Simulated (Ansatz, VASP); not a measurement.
C: VASP beside Ansatz

The input INCAR:

```
  ALGO = Normal
  EDIFF = 1E-6
  EDIFFG = -0.01
  ENCUT = 600
  GGA = PE
  IBRION = 2
  ISIF = 3
  ISMEAR = 0
  LASPH = True
  LCHARG = False
  LREAL = False
  LWAVE = False
  NELM = 100
  NSW = 100
  PREC = Accurate
  SIGMA = 0.02
```

File KPOINTS:

```
k-points
0
Gamma
  12 12 6
```

File POSCAR:

```
C
1.0
    1.2891399233     -2.2755728613      0.0000000000
    1.2891399233      2.2755728613      0.0000000000
    0.0000000000      0.0000000000      5.6606124500
C
6
Direct
    0.0000000000      0.5000000000      0.3329233737
    0.5000000000      0.0000000000      0.6670766263
    0.5000000000      0.0000000000      0.1670766263
    0.0000000000      0.5000000000      0.8329233737
    0.0000000000      0.0000000000      0.5000000000
    0.5000000000      0.5000000000      0.0000000000
```

Input for Ansatz:

```yaml
crystal:
  lattice:
    - [1.2891399233, -2.2755728613, 0.0]
    - [1.2891399233, 2.2755728613, 0.0]
    - [0.0, 0.0, 5.66061245]
  atoms:
    - { symbol: C, position: [0.0, 0.5, 0.3329233737] }
    - { symbol: C, position: [0.5, 0.0, 0.6670766263] }
    - { symbol: C, position: [0.5, 0.0, 0.1670766263] }
    - { symbol: C, position: [0.0, 0.5, 0.8329233737] }
    - { symbol: C, position: [0.0, 0.0, 0.5] }
    - { symbol: C, position: [0.5, 0.5, 0.0] }
basis:
  ecutwfc: 420
kpoints:
  mp_grid: { grid: [12, 12, 6] }
hamiltonian:
  xc: pbe
scf:
  occupations: { method: gaussian, width: 0.02 }
output:
  forces: true
  stress: true
  eigenvalues: true
  write_density: true
  write_potential: true
  elf: true
  volumetric_format: npy
relax:
  adjacent_minimum: "off"
  f_tol: 0.01
  max_steps: 80
  cell: { stress_tol: 0.05 }
```

Alike in both runs: task relaxation of cell and atoms; functional PBE; k mesh 12 × 12 × 6; occupations gaussian, width 0.02 eV; no spin polarisation.

|  | VASP | Ansatz |
| --- | --- | --- |
| version | VASP 6.6.1 | Ansatz 0.2.0 |
| potentials or method | VASP PAW PBE potentials, release 64 (C), cutoff 600 eV | scalar-relativistic, plane waves, PAW |
| valence electrons in the cell | 24 | 24 |

Ansatz gave:

```
gap on the k mesh at the Fermi level, each at its own relaxed structure (eV) : 0.85
relaxed volume (Å³/atom)                                                     : 5.54
relaxed cell length with the largest relative difference (Å)                 : 5.661
```

Question: Which values does VASP return?

Answer: gap on the k mesh at the Fermi level, each at its own relaxed structure (eV): 0.84; relaxed volume (Å³/atom): 5.54; relaxed cell length with the largest relative difference (Å): 5.662.
